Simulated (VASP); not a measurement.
# Bi2Se3 (R-3m) in VASP: further runs

Bi2Se3 is run at these levels: PBE; tasks: single point.

Program: VASP 6.6.1. These are calculated values, not measurements. Logs are shortened: lines on timing, memory, paths and dates and some standing lists are left out, and cuts for length are marked.

## (1) The cell of the first run

The structure is trigonal, space group R-3m (No. 166). Conventional cell: a = 4.060 Å, b = 4.060 Å, c = 28.636 Å, α = 90.00°, β = 90.00°, γ = 120.00°. Bi (site symmetry 3m) has 6 Se at 2.81 to 3.04 Å within 3.7 Å. Se (site symmetry -3m) has 6 Bi at 3.04 Å and 12 Se at 4.06 to 4.20 Å within 4.2 Å. Se (site symmetry 3m) has 3 Bi at 2.81 Å and 3 Se at 3.49 Å within 3.7 Å.

## (2) Single point, PBE (equal xx and yy strain of -2 %)

INCAR reads:

```
PREC     = Accurate       # precision mode
ENCUT    = 520            # plane-wave cutoff, eV
EDIFF    = 1E-7           # SCF threshold, eV
ISMEAR   = -1             # smearing method
SIGMA    = 0.03           # smearing width, eV
LREAL    = F              # projectors in reciprocal space
LASPH    = T              # aspherical terms in the spheres
NELM     = 80             # most SCF steps
ALGO     = Normal         # electronic algorithm
ISIF     = 2              # what is computed and relaxed
LWAVE    = F              # write WAVECAR
LCHARG   = F              # write CHGCAR
GGA      = PE             # functional
NBANDS   = 32             # bands
```

KPOINTS reads:

```
regular mesh
0
Gamma
  6 6 6
```

POSCAR reads:

```
Bi2Se3
1.0
    2.0300693109      1.1720610631      9.5453300000
   -2.0300693109      1.1720610631      9.5453300000
    0.0000000000     -2.3441221262      9.5453300000
Bi Se
2 3
Direct
    0.4008000000      0.4008000000      0.4008000000
    0.5992000000      0.5992000000      0.5992000000
    0.0000000000      0.0000000000      0.0000000000
    0.2117000000      0.2117000000      0.2117000000
    0.7883000000      0.7883000000      0.7883000000
```

Potentials or basis: VASP PAW PBE potentials, release 64 (Bi_d, Se).

Launch:

```sh
> cat potpaw_PBE.64/Bi_d/POTCAR potpaw_PBE.64/Se/POTCAR > POTCAR
> mpirun -np 1 vasp_std > vasp.out
```

OUTCAR:

```text
PREC = Accurate
   ENCUT = 520
   EDIFF = 1E-7
   ISMEAR = -1
   LREAL = F
   LASPH = T
   NELM = 80
   ISIF = 2
   GGA = PE

 ion  position               nearest neighbor table
   1  0.401  0.401  0.401-   5 2.81   5 2.81   5 2.81   3 3.04   3 3.04   3 3.04
   2  0.599  0.599  0.599-   4 2.81   4 2.81   4 2.81   3 3.04   3 3.04   3 3.04
   3  0.000  0.000  0.000-   2 3.04   1 3.04   2 3.04   2 3.04   1 3.04   1 3.04
   4  0.212  0.212  0.212-   2 2.81   2 2.81   2 2.81
   5  0.788  0.788  0.788-   1 2.81   1 2.81   1 2.81

  LATTYP: Found a trigonal (rhomboedric) cell.
 ALAT       =     9.8289487409
 COS(alpha) =     0.9146826049

  Lattice vectors:

 A1 = (   2.0300693109,   1.1720610631,   9.5453300000)
 A2 = (  -2.0300693109,   1.1720610631,   9.5453300000)
 A3 = (   0.0000000000,  -2.3441221262,   9.5453300000)

Analysis of symmetry for initial positions (statically):
=====================================================================
 Subroutine PRICEL returns:
 Original cell was already a primitive cell.

 Routine SETGRP: Setting up the symmetry group for a
 trigonal (rhombohedral) supercell.

 Subroutine GETGRP returns: Found 12 space group operations
 (whereof 12 operations were pure point group operations)
 out of a pool of 12 trial point group operations.

The static configuration has the point symmetry D_3d.

Analysis of symmetry for dynamics (positions and initial velocities):
=====================================================================
 Subroutine PRICEL returns:
 Original cell was already a primitive cell.

 Routine SETGRP: Setting up the symmetry group for a
 trigonal (rhombohedral) supercell.

 Subroutine GETGRP returns: Found 12 space group operations
 (whereof 12 operations were pure point group operations)
 out of a pool of 12 trial point group operations.

The dynamic configuration has the point symmetry D_3d.

 Subroutine INISYM returns: Found 12 space group operations
 (whereof 12 operations are pure point group operations),
 and found     1 'primitive' translations

----------------------------------------------------------------------------------------

                                     Primitive cell

  volume of cell :     136.2710

  direct lattice vectors                    reciprocal lattice vectors
     2.030069311  1.172061063  9.545330000     0.246297009  0.142199645  0.034921091
    -2.030069311  1.172061063  9.545330000    -0.246297009  0.142199645  0.034921091
     0.000000000 -2.344122126  9.545330000     0.000000000 -0.284399289  0.034921091

  length of vectors
     9.828948741  9.828948741  9.828948741     0.286535230  0.286535230  0.286535230

  position of ions in fractional coordinates (direct lattice)
     0.400800000  0.400800000  0.400800000
     0.599200000  0.599200000  0.599200000
     0.000000000  0.000000000  0.000000000
     0.211700000  0.211700000  0.211700000
     0.788300000  0.788300000  0.788300000

  ion indices of the primitive-cell ions
   primitive index   ion index
                 1           1
                 2           2
                 3           3
                 4           4
                 5           5

----------------------------------------------------------------------------------------

 KPOINTS: regular mesh

Automatic generation of k-mesh.
 Grid dimensions read from file:
 generate k-points for:    6    6    6

 Generating k-lattice:

  Cartesian coordinates                     Fractional coordinates (reciprocal lattice)
     0.041049502  0.023699941  0.005820182     0.166666667 -0.000000000  0.000000000
    -0.041049502  0.023699941  0.005820182    -0.000000000  0.166666667  0.000000000
     0.000000000 -0.047399882  0.005820182     0.000000000  0.000000000  0.166666667

  Length of vectors
     0.047755872  0.047755872  0.047755872

  Shift w.r.t. Gamma in fractional coordinates (k-lattice)
     0.000000000  0.000000000  0.000000000

 Subroutine IBZKPT returns following result:
 ===========================================

 Found     32 irreducible k-points:

 Following reciprocal coordinates:
            Coordinates               Weight
  0.000000  0.000000  0.000000      1.000000
  0.166667  0.000000 -0.000000      6.000000
  0.333333  0.000000  0.000000      6.000000
  0.500000  0.000000  0.000000      3.000000
  0.166667  0.166667 -0.000000      6.000000
  0.333333  0.166667  0.000000     12.000000
[... 16 lines left out ...]
  0.500000  0.500000  0.166667      6.000000
 -0.333333  0.500000  0.166667     12.000000
 [... further k-points ...]
   k-points           NKPTS =     32   k-points in BZ     NKDIM =     32   number of bands    NBANDS=     32
   number of dos      NEDOS =    301   number of ions     NIONS =      5
   total plane-waves  NPLWV = 512000
   dimension x,y,z NGX =    80 NGY =   80 NGZ =   80
   dimension x,y,z NGXF=   160 NGYF=  160 NGZF=  160
   ions per type =               2   3
   NGX,Y,Z   is equivalent  to a cutoff of  13.53, 13.53, 13.53 a.u.
   NGXF,Y,Z  is equivalent  to a cutoff of  27.06, 27.06, 27.06 a.u.
 SYSTEM =  unknown system
   PREC   = accura    normal or accurate (medium, high low for compatibility)
   ISTART =      0    job   : 0-new  1-cont  2-samecut
   ICHARG =      2    charge: 1-file 2-atom 10-const
   ISPIN  =      1    spin polarized calculation?
   LNONCOLLINEAR =      F non collinear calculations
   LSORBIT =      F    spin-orbit coupling
   LASPH  =      T    aspherical Exc in radial PAW
   ENCUT  =  520.0 eV  38.22 Ry    6.18 a.u.  18.28 18.28 18.28*2*pi/ulx,y,z
   NELM   =     80;   NELMIN=  2; NELMDL= -5     # of ELM steps
   EDIFF  = 0.1E-06   stopping-criterion for ELM
   LREAL  =      F    real-space projection
   EDIFFG = 0.1E-05   stopping-criterion for IOM
   NSW    =      0    number of steps for IOM
   IBRION =     -1    ionic relax: 0-MD 1-quasi-New 2-CG
   NFREE  =      0    steps in history (QN), initial steepest desc. (CG)
   ISIF   =      2    stress and relaxation
   ISYM   =      2    0-nonsym 1-usesym 2-fastsym
   POTIM  = 0.5000    time-step for ionic-motion
   TEBEG  =    0.0;   TEEND  =   0.0 temperature during run
   PSTRESS=    0.0 pullay stress
   NELECT =      48.0000    total number of electrons
   NUPDOWN=      -1.0000    fix difference up-down
   EMIN   =  10.00;   EMAX   =-10.00  energy-range for DOS
   EFERMI =   0.00;   METHOD = LEGACY
   ISMEAR =    -1;   SIGMA  =   0.03  broadening in eV -4-tet -1-fermi 0-gaus
   EFERMI_NEDOS =   21; number of points for ismear=-14 and -15
   IALGO  =     38    algorithm
   IMIX   =      4    mixing-type and parameters
     AMIX     =   0.40;   BMIX     =  1.00
     AMIX_MAG =   1.60;   BMIX_MAG =  1.00
  volume/ion in A,a.u.               =      27.25       183.92
  Fermi-wavevector in a.u.,A,eV,Ry     =   1.156168  2.184840 18.187229  1.336724
  Thomas-Fermi vector in A             =   2.292790
   LORBIT       =      0    0 simple, 1 ext, 2 COOP (PROOUT), +10 PAW based schemes
   GGA     = PE    functional components
   LHFCALC =     F    Hartree Fock is set to
   AEXX    =    0.0000 exact exchange contribution
   IVDW    =     0    specifies the selected vdW correction
   LEPSILON=     F    determine dielectric tensor
   LRPA    =     F    only Hartree local field effects (RPA)
 non-spin polarized calculation
  energy-cutoff  :      520.00
  volume of cell :      136.27
 maximum number of plane-waves:      3694
 NGX is ok and might be reduce to    80
   NGX = 37   NGY = 37   NGZ = 37

 number of electron      47.9999997 magnetization

 Free energy of the ion-electron system (eV)
  ---------------------------------------------------
  ext. energy  EPLUGINS =         0.00000000
  ---------------------------------------------------
  free energy    TOTEN  =       -20.01047039 eV

  energy without entropy =      -20.01042599  energy(sigma->0) =      -20.01044819

 E-fermi :   5.6398     XC(G=0):  -9.6825

 val. band max:        5.5145743074   @ k =   0.0000   0.0000   0.0000
 cond. band min:       5.7653332220   @ k =   0.0000   0.0000   0.0000
 fundamental gap:      0.2507589146
 Fermi energy:         5.6398428216

 k-point     1 :       0.0000    0.0000    0.0000
  band No.  band energies     occupation
      1     -17.7252      2.00000
      2     -17.7252      2.00000
      3     -17.7232      2.00000
      4     -17.7232      2.00000
      5     -17.7089      2.00000
      6     -17.7058      2.00000
[... 24 lines left out ...]
     31      11.1392      0.00000
     32      12.4910      0.00000

 k-point     2 :       0.1667    0.0000   -0.0000
  band No.  band energies     occupation
      1     -17.7302      2.00000
      2     -17.7274      2.00000
      3     -17.7175      2.00000
      4     -17.7155      2.00000
      5     -17.7047      2.00000
      6     -17.7015      2.00000
[... 24 lines left out ...]
     31      10.5047      0.00000
     32      11.4500      0.00000

 k-point     3 :       0.3333    0.0000    0.0000
  band No.  band energies     occupation
      1     -17.7430      2.00000
      2     -17.7381      2.00000
      3     -17.7108      2.00000
      4     -17.7077      2.00000
      5     -17.7059      2.00000
      6     -17.7045      2.00000
[... 24 lines left out ...]
     31      10.0343      0.00000
     32      11.9047      0.00000

 k-point     4 :       0.5000    0.0000    0.0000
  band No.  band energies     occupation
      1     -17.7502      2.00000
      2     -17.7441      2.00000
      3     -17.7144      2.00000
      4     -17.7092      2.00000
      5     -17.7072      2.00000
      6     -17.7024      2.00000
[... 654 lines left out ...]
     31       9.9954      0.00000
     32      12.3896      0.00000

 k-point    23 :       0.5000    0.5000    0.1667
  band No.  band energies     occupation
      1     -17.7429      2.00000
      2     -17.7382      2.00000
      3     -17.7108      2.00000
      4     -17.7077      2.00000
      5     -17.7060      2.00000
      6     -17.7045      2.00000
[... 24 lines left out ...]
     31       9.9800      0.00000
     32      11.6188      0.00000

 k-point    24 :      -0.3333    0.5000    0.1667
  band No.  band energies     occupation
      1     -17.7413      2.00000
      2     -17.7368      2.00000
      3     -17.7132      2.00000
      4     -17.7089      2.00000
      5     -17.7074      2.00000
      6     -17.7049      2.00000
[... 24 lines left out ...]
     31      10.5568      0.00000
     32      11.8929      0.00000

 [... further k-points ...]

------------------------ aborting loop because EDIFF is reached ----------------------------------------

  FORCE on cell =-STRESS in cart. coord.  units (eV):
  Direction    XX          YY          ZZ          XY          YZ          ZX
  --------------------------------------------------------------------------------------
  -------------------------------------------------------------------------------------
  Total        4.9489236      4.9489236      4.2644993      0.0000000      0.0000000      0.0000000
  in kB       58.1859366     58.1859366     50.1389609      0.0000000      0.0000000      0.0000000
  external PRESSURE =      55.5036113 kB  Pullay stress =       0.0000000 kB

 VOLUME and BASIS-vectors are now :
 -----------------------------------------------------------------------------
  energy-cutoff  :      520.00
  volume of cell :      136.27
      direct lattice vectors                 reciprocal lattice vectors
     2.030069311  1.172061063  9.545330000     0.246297009  0.142199645  0.034921091
    -2.030069311  1.172061063  9.545330000    -0.246297009  0.142199645  0.034921091
     0.000000000 -2.344122126  9.545330000     0.000000000 -0.284399289  0.034921091

 POSITION                                       TOTAL-FORCE (eV/Angst)
 -----------------------------------------------------------------------------------
      0.00000      0.00000     11.47730         0.000000     -0.000000     -0.349912
      0.00000      0.00000     17.15869         0.000000      0.000000      0.349912
      0.00000      0.00000      0.00000         0.000000      0.000000      0.000000
      0.00000      0.00000      6.06224         0.000000     -0.000000     -0.486393
      0.00000      0.00000     22.57375         0.000000      0.000000      0.486393
 -----------------------------------------------------------------------------------
    total drift:                                0.000000      0.000000     -0.000000

  FREE ENERGIE OF THE ION-ELECTRON SYSTEM (eV)
  ---------------------------------------------------
  free  energy   TOTEN  =       -20.0104703886 eV

  energy  without entropy=      -20.0104259857  energy(sigma->0) =      -20.01044819
```

It took 13 min on 1 thread of Intel Xeon Platinum 8488C (Sapphire Rapids), shared host; peak memory 0.94 GiB.

Results:

- Free energy: -20.0105 eV
- Pressure: 5.6 GPa
- Largest force: 0.486 eV/Å
- Band gap on the k mesh: 0.25 eV

Forces in eV/Å, atoms in the order of the input:
```
Bi   0.000  0.000 -0.350
Bi   0.000  0.000  0.350
Se   0.000  0.000  0.000
Se   0.000  0.000 -0.486
Se   0.000  0.000  0.486
```

Stress tensor (GPa, compression positive):
```
5.82 0.00 0.00
0.00 5.82 0.00
0.00 0.00 5.01
```

Levels at points of the mesh, in eV from the valence-band top:
| k point | band 20 | band 21 | band 22 | band 23 | band 24 | band 25 | band 26 | band 27 | band 28 | band 29 |
| --- | --- | --- | --- | --- | --- | --- | --- | --- | --- | --- |
| (0.00, 0.00, 0.00) | -1.99 | -1.99 | -1.31 | -1.31 | 0.00 | 0.25 | 1.40 | 1.40 | 2.15 | 2.73 |
| (0.50, 0.00, 0.00) | -3.24 | -3.22 | -2.41 | -1.39 | -0.65 | 0.77 | 1.87 | 2.87 | 3.06 | 3.86 |
| (0.50, 0.50, 0.00) | -2.78 | -2.08 | -2.05 | -1.79 | -1.20 | 1.19 | 1.83 | 2.56 | 2.99 | 3.52 |
| (0.50, 0.50, 0.50) | -1.74 | -1.55 | -1.47 | -1.47 | -0.50 | 0.63 | 1.71 | 1.71 | 2.14 | 2.39 |

Caveat: the cell differs from its parent crystal (equal xx and yy strain of -2 %); the cell stands under pressure; spin-orbit coupling is left out, which moves the levels of the heavy elements. A k mesh can miss the band edges.

[end of part 1 of 2]
